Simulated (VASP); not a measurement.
MnSb, 4 atoms in the cell. It takes space group P6_3/mmc (No. 194, hexagonal). Conventional cell: a = 4.150 Å, b = 4.150 Å, c = 5.780 Å, α = 90.00°, β = 90.00°, γ = 120.00°. Within 3.7 Å of Mn (site symmetry -3m) lie 6 Sb at 2.80 Å and 2 Mn at 2.89 Å. Sb (site symmetry -6m2) has 6 Mn at 2.80 Å and 6 Sb at 3.75 Å within 3.8 Å. 

```yaml
Program: VASP 6.6.1
Task: single point
Functional: PBEsol
Potentials_or_basis: VASP PAW PBE potentials, release 64 (Mn_pv, Sb)
Cutoff: 520 eV
k_mesh: 9 × 9 × 6
Occupations: fermi-dirac, width 0.1 eV
Spin: collinear spin, ferromagnetic start
Starting_moments: "[2.0, 2.0, 0.0, 0.0] μB"
Fixed_moment: 4 μB
Dipole_correction: no
Further_INCAR_settings: ALGO = Normal; EDIFF = 1e-06; NBANDS = 30
```

Potentials or basis: VASP PAW PBE potentials, release 64 (Mn_pv, Sb).

Command:

```bash
$ cat potpaw_PBE.64/Mn_pv/POTCAR potpaw_PBE.64/Sb/POTCAR > POTCAR
$ mpirun -np 1 vasp_std > vasp.out
```

Hardware: 1 thread of AMD EPYC 9R45 96-Core Processor (Zen 5), on a shared host.

How long does it take, and how much memory?

It took 110 s on 1 thread of AMD EPYC 9R45 96-Core Processor (Zen 5) (shared host), peak memory 0.33 GiB. Counts: scf iterations 14, k points 48.
